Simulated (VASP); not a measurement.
# GaAs (F-43m) in VASP: elastic constants with PBE

Aim: the elastic constants of GaAs with PBE.

Everything below comes from runs of VASP 6.6.1. Logs are shortened: lines on timing, memory, paths and dates and some standing lists are left out, and cuts for length are marked.

### 1 The cell of the first run

The structure is cubic, space group F-43m (No. 216). Conventional cell: a = 5.743 Å, b = 5.743 Å, c = 5.743 Å, α = 90.00°, β = 90.00°, γ = 90.00°. Ga (site symmetry -43m) has 4 As at 2.49 Å within 3.3 Å. Within 3.3 Å of As (site symmetry -43m) lie 4 Ga at 2.49 Å.

### 2 Elastic constants, PBE

Input file INCAR:

```
  ALGO = Normal
  EDIFF = 1E-8
  ENCUT = 600
  GGA = PE
  IBRION = 6
  ISIF = 3
  ISMEAR = 0
  LASPH = True
  LCHARG = False
  LREAL = False
  LWAVE = False
  NBANDS = 16
  NELM = 80
  NFREE = 2
  NSW = 1
  POTIM = 0.015
  PREC = Accurate
  SIGMA = 0.01
```

Input file KPOINTS:

```
k-points
0
Gamma
  8 8 8
```

Input file POSCAR:

```
GaAs
1.0
    0.0000000000      2.8714634928      2.8714634928
    2.8714634928      0.0000000000      2.8714634928
    2.8714634928      2.8714634928      0.0000000000
Ga As
1 1
Direct
    0.0000000000      0.0000000000      0.0000000000
    0.2500000000      0.2500000000      0.2500000000
```

Potentials or basis: VASP PAW PBE potentials, release 64 (Ga_d, As).

On the command line:

```console
$ cat potpaw_PBE.64/Ga_d/POTCAR potpaw_PBE.64/As/POTCAR > POTCAR
$ mpirun -np 1 vasp_std > vasp.out
```

OUTCAR:

```text
EDIFF = 1E-8
   ENCUT = 600
   GGA = PE
   IBRION = 6
   ISIF = 3
   ISMEAR = 0
   LASPH = True
   LREAL = False
   NELM = 80
   NFREE = 2
   NSW = 1
   POTIM = 0.015
   PREC = Accurate

 ion  position               nearest neighbor table
   1  0.000  0.000  0.000-   2 2.49   2 2.49   2 2.49   2 2.49
   2  0.250  0.250  0.250-   1 2.49   1 2.49   1 2.49   1 2.49

  LATTYP: Found a face centered cubic cell.
 ALAT       =     5.7429269856

  Lattice vectors:

 A1 = (   0.0000000000,   2.8714634928,   2.8714634928)
 A2 = (   2.8714634928,   0.0000000000,   2.8714634928)
 A3 = (   2.8714634928,   2.8714634928,   0.0000000000)

Analysis of symmetry for initial positions (statically):
=====================================================================
 Subroutine PRICEL returns:
 Original cell was already a primitive cell.

 Routine SETGRP: Setting up the symmetry group for a
 face centered cubic supercell.

 Subroutine GETGRP returns: Found 24 space group operations
 (whereof 24 operations were pure point group operations)
 out of a pool of 48 trial point group operations.

The static configuration has the point symmetry T_d .

Analysis of symmetry for dynamics (positions and initial velocities):
=====================================================================
 Subroutine PRICEL returns:
 Original cell was already a primitive cell.

 Routine SETGRP: Setting up the symmetry group for a
 face centered cubic supercell.

 Subroutine GETGRP returns: Found 24 space group operations
 (whereof 24 operations were pure point group operations)
 out of a pool of 48 trial point group operations.

The dynamic configuration has the point symmetry T_d .

 Subroutine INISYM returns: Found 24 space group operations
 (whereof 24 operations are pure point group operations),
 and found     1 'primitive' translations

----------------------------------------------------------------------------------------

                                     Primitive cell

  volume of cell :      47.3522

  direct lattice vectors                    reciprocal lattice vectors
     0.000000000  2.871463493  2.871463493    -0.174127236  0.174127236  0.174127236
     2.871463493  0.000000000  2.871463493     0.174127236 -0.174127236  0.174127236
     2.871463493  2.871463493  0.000000000     0.174127236  0.174127236 -0.174127236

  length of vectors
     4.060862615  4.060862615  4.060862615     0.301597219  0.301597219  0.301597219

  position of ions in fractional coordinates (direct lattice)
     0.000000000  0.000000000  0.000000000
     0.250000000  0.250000000  0.250000000

  ion indices of the primitive-cell ions
   primitive index   ion index
                 1           1
                 2           2

----------------------------------------------------------------------------------------

 KPOINTS: k-points

Automatic generation of k-mesh.
 Grid dimensions read from file:
 generate k-points for:    8    8    8

 Generating k-lattice:

  Cartesian coordinates                     Fractional coordinates (reciprocal lattice)
    -0.021765904  0.021765904  0.021765904     0.125000000  0.000000000  0.000000000
     0.021765904 -0.021765904  0.021765904     0.000000000  0.125000000  0.000000000
     0.021765904  0.021765904 -0.021765904     0.000000000  0.000000000  0.125000000

  Length of vectors
     0.037699652  0.037699652  0.037699652

  Shift w.r.t. Gamma in fractional coordinates (k-lattice)
     0.000000000  0.000000000  0.000000000

 Subroutine IBZKPT returns following result:
 ===========================================

 Found     29 irreducible k-points:

 Following reciprocal coordinates:
            Coordinates               Weight
  0.000000  0.000000  0.000000      1.000000
  0.125000  0.000000  0.000000      8.000000
  0.250000  0.000000  0.000000      8.000000
[... 47 lines left out ...]
   ISYM   =      2    0-nonsym 1-usesym 2-fastsym
   POTIM  = 0.0150    time-step for ionic-motion
   TEBEG  =    0.0;   TEEND  =   0.0 temperature during run
   PSTRESS=    0.0 pullay stress
   NELECT =      18.0000    total number of electrons
   NUPDOWN=      -1.0000    fix difference up-down
   EMIN   =  10.00;   EMAX   =-10.00  energy-range for DOS
   EFERMI =   0.00;   METHOD = LEGACY
   ISMEAR =     0;   SIGMA  =   0.01  broadening in eV -4-tet -1-fermi 0-gaus
   EFERMI_NEDOS =   21; number of points for ismear=-14 and -15
   IALGO  =     38    algorithm
   IMIX   =      4    mixing-type and parameters
     AMIX     =   0.40;   BMIX     =  1.00
     AMIX_MAG =   1.60;   BMIX_MAG =  1.00
  volume/ion in A,a.u.               =      23.68       159.77
  Fermi-wavevector in a.u.,A,eV,Ry     =   1.185912  2.241048 19.135052  1.406387
  Thomas-Fermi vector in A             =   2.322096
   LORBIT       =      0    0 simple, 1 ext, 2 COOP (PROOUT), +10 PAW based schemes
   GGA     = PE    functional components
   LHFCALC =     F    Hartree Fock is set to
   AEXX    =    0.0000 exact exchange contribution
   IVDW    =     0    specifies the selected vdW correction
   LEPSILON=     F    determine dielectric tensor
   LRPA    =     F    only Hartree local field effects (RPA)
 finite differences with symmetry
 non-spin polarized calculation
 Gauss-broadening in eV      SIGMA  =   0.01
  energy-cutoff  :      600.00
  volume of cell :       47.35
 maximum number of plane-waves:      1604
   NGX = 17   NGY = 17   NGZ = 17

--------------------------------------- Ionic step        1  -------------------------------------------

 number of electron      17.9999996 magnetization

 Free energy of the ion-electron system (eV)
  ---------------------------------------------------
  ext. energy  EPLUGINS =         0.00000000
  ---------------------------------------------------
  free energy    TOTEN  =        -8.27098560 eV

  energy without entropy =       -8.27098560  energy(sigma->0) =       -8.27098560

------------------------ aborting loop because EDIFF is reached ----------------------------------------

  FORCE on cell =-STRESS in cart. coord.  units (eV):
  Direction    XX          YY          ZZ          XY          YZ          ZX
  --------------------------------------------------------------------------------------
  -------------------------------------------------------------------------------------
  Total        0.0592308      0.0592308      0.0592308      0.0000000      0.0000000      0.0000000
  in kB        2.0040934      2.0040934      2.0040934      0.0000000      0.0000000      0.0000000
  external PRESSURE =       2.0040934 kB  Pullay stress =       0.0000000 kB
[... 89 lines left out ...]
  FREE ENERGIE OF THE ION-ELECTRON SYSTEM (eV)
  ---------------------------------------------------
  free  energy   TOTEN  =        -8.2667234208 eV

  energy  without entropy=       -8.2667234208  energy(sigma->0) =       -8.26672342

[... ionic steps 4 to 14 ...]

--------------------------------------- Ionic step       15  -------------------------------------------

 number of electron      17.9999998 magnetization

------------------------ aborting loop because EDIFF is reached ----------------------------------------
[... 67 lines left out ...]
--------------------------------------- Ionic step       17  -------------------------------------------

 number of electron      17.9999996 magnetization

 Free energy of the ion-electron system (eV)
  ---------------------------------------------------
  ext. energy  EPLUGINS =         0.00000000
  ---------------------------------------------------
  free energy    TOTEN  =        -8.27002551 eV

  energy without entropy =       -8.27002551  energy(sigma->0) =       -8.27002551

 E-fermi :   3.6282     XC(G=0):  -9.3773

 val. band max:        3.5469061972   @ k =   0.0000   0.0000   0.0000
 cond. band min:       3.6747856277   @ k =   0.0000   0.0000   0.0000
 fundamental gap:      0.1278794304
 Fermi energy:         3.6281922110

 k-point     1 :       0.0000    0.0000    0.0000
  band No.  band energies     occupation
      1     -11.2311      2.00000
      2     -11.2300      2.00000
      3     -11.2286      2.00000
      4     -11.1616      2.00000
      5     -11.1616      2.00000
      6      -8.8954      2.00000
[... 433 lines left out ...]
      3     -11.2017      2.00000
      4     -11.1651      2.00000
      5     -11.1585      2.00000
      6      -6.9483      2.00000
[... 8 lines left out ...]
     15      14.9565      0.00000
     16      15.3615      0.00000

 [... further k-points ...]

------------------------ aborting loop because EDIFF is reached ----------------------------------------

  FORCE on cell =-STRESS in cart. coord.  units (eV):
  Direction    XX          YY          ZZ          XY          YZ          ZX
  --------------------------------------------------------------------------------------
  -------------------------------------------------------------------------------------
  Total        0.0599452      0.0619152      0.0619152      0.0000000      0.0934263      0.0000000
  in kB        2.0282658      2.0949214      2.0949214      0.0000000      3.1611127      0.0000000
  external PRESSURE =       2.0727029 kB  Pullay stress =       0.0000000 kB
[... 17 lines left out ...]
  FREE ENERGIE OF THE ION-ELECTRON SYSTEM (eV)
  ---------------------------------------------------
  free  energy   TOTEN  =        -8.2700255087 eV

  energy  without entropy=       -8.2700255087  energy(sigma->0) =       -8.27002551

 INTERNAL STRAIN TENSORS FROM STRAINED CELLS
 ============================================

 INTERNAL STRAIN TENSOR FOR ION    1 for displacements in x,y,z  (eV/Angst):
          X           Y           Z          XY          YZ          ZX
  --------------------------------------------------------------------------------
  x     0.00000     0.00000    -0.00000    -0.00000     6.23094    -0.00000
  y     0.00000     0.00000    -0.00000    -0.00000     0.00000     6.23117
  z     0.00000     0.00000     0.00000     6.23100    -0.00000    -0.00000

 INTERNAL STRAIN TENSORS FROM DISPLACED ATOMS
 ============================================

 INTERNAL STRAIN TENSOR FOR ION    1 for displacements in x,y,z  (eV/Angst):
          X           Y           Z          XY          YZ          ZX
  --------------------------------------------------------------------------------
  x     0.00000     0.00000     0.00000     0.00000     6.22830     0.00000
  y     0.00000     0.00000     0.00000     0.00000     0.00000     6.22830
  z     0.00000     0.00000     0.00000     6.22830     0.00000     0.00000

 INTERNAL STRAIN TENSOR FOR ION    2 for displacements in x,y,z  (eV/Angst):
          X           Y           Z          XY          YZ          ZX
  --------------------------------------------------------------------------------
  x     0.00000     0.00000     0.00000     0.00000    -6.22638     0.00000
  y    -0.00000     0.00000    -0.00000     0.00000     0.00000    -6.22638
  z     0.00000     0.00000     0.00000    -6.22638     0.00000     0.00000

 Eigenvectors and eigenvalues of the dynamical matrix
 ----------------------------------------------------

   1 f  =    7.595537 THz    47.724169 2PiTHz  253.359854 cm-1    31.412604 meV
             X         Y         Z           dx          dy          dz
      0.000000  0.000000  0.000000    -0.719360   -0.000000    0.000000
      1.435732  1.435732  1.435732     0.694638    0.000000    0.000000
[... 21 lines left out ...]
   6 f/i=    0.003748 THz     0.023549 2PiTHz    0.125018 cm-1     0.015500 meV
             X         Y         Z           dx          dy          dz
      0.000000  0.000000  0.000000    -0.060003   -0.393400   -0.569348
      1.435732  1.435732  1.435732    -0.062138   -0.407401   -0.589611

--------------------------------------------------------------------------------------------------------

 ELASTIC MODULI CONTR FROM IONIC RELAXATION (kBar)
 Direction    XX          YY          ZZ          XY          YZ          ZX
 --------------------------------------------------------------------------------
 XX          -0.0000      0.0000     -0.0000      0.0000      0.0000     -0.0000
 YY           0.0000     -0.0000     -0.0000      0.0000      0.0000      0.0000
 ZZ          -0.0000     -0.0000     -0.0000      0.0000      0.0000     -0.0000
 XY           0.0000      0.0000      0.0000   -153.9084      0.0000      0.0000
 YZ           0.0000      0.0000      0.0000      0.0000   -153.9084      0.0000
 ZX          -0.0000      0.0000     -0.0000      0.0000      0.0000   -153.9084
 --------------------------------------------------------------------------------

 TOTAL ELASTIC MODULI (kBar)
 Direction    XX          YY          ZZ          XY          YZ          ZX
 --------------------------------------------------------------------------------
 XX        1002.1611    422.4397    422.4397     -0.0000      0.0000      0.0000
 YY         422.4397   1002.1611    422.4397      0.0000      0.0000      0.0000
 ZZ         422.4397    422.4397   1002.1611      0.0000     -0.0000     -0.0000
 XY          -0.0000      0.0000      0.0000    508.9542      0.0000      0.0000
 YZ           0.0000      0.0000     -0.0000      0.0000    508.9542      0.0000
 ZX           0.0000      0.0000     -0.0000      0.0000      0.0000    508.9542
 --------------------------------------------------------------------------------
```

It took 15 min on 1 thread of Intel Xeon Platinum 8259CL at 2.50GHz (Skylake/Cascade Lake), shared host; peak memory 0.37 GiB.

What came out:

- Elastic constants C11, C12, C44: 100, 42, 51 GPa
- Voigt bulk modulus: 62 GPa
- Highest phonon frequency at Γ, LO-TO splitting left out: 253 cm⁻¹

Phonon frequencies in cm⁻¹ (negative: imaginary):
| q point | frequencies |
| --- | --- |
| (0.000, 0.000, 0.000) | 0 0 0 253 253 253 |

Elastic tensor in Voigt notation (GPa, in the Cartesian axes of the cell as first typed):
```
100  42  42   0   0   0
 42 100  42   0   0   0
 42  42 100   0   0   0
  0   0   0  51   0   0
  0   0   0   0  51   0
  0   0   0   0   0  51
```

Clamped-ion elastic tensor (GPa):
```
100  42  42   0   0   0
 42 100  42   0   0   0
 42  42 100   0   0   0
  0   0   0  66   0   0
  0   0   0   0  66   0
  0   0   0   0   0  66
```
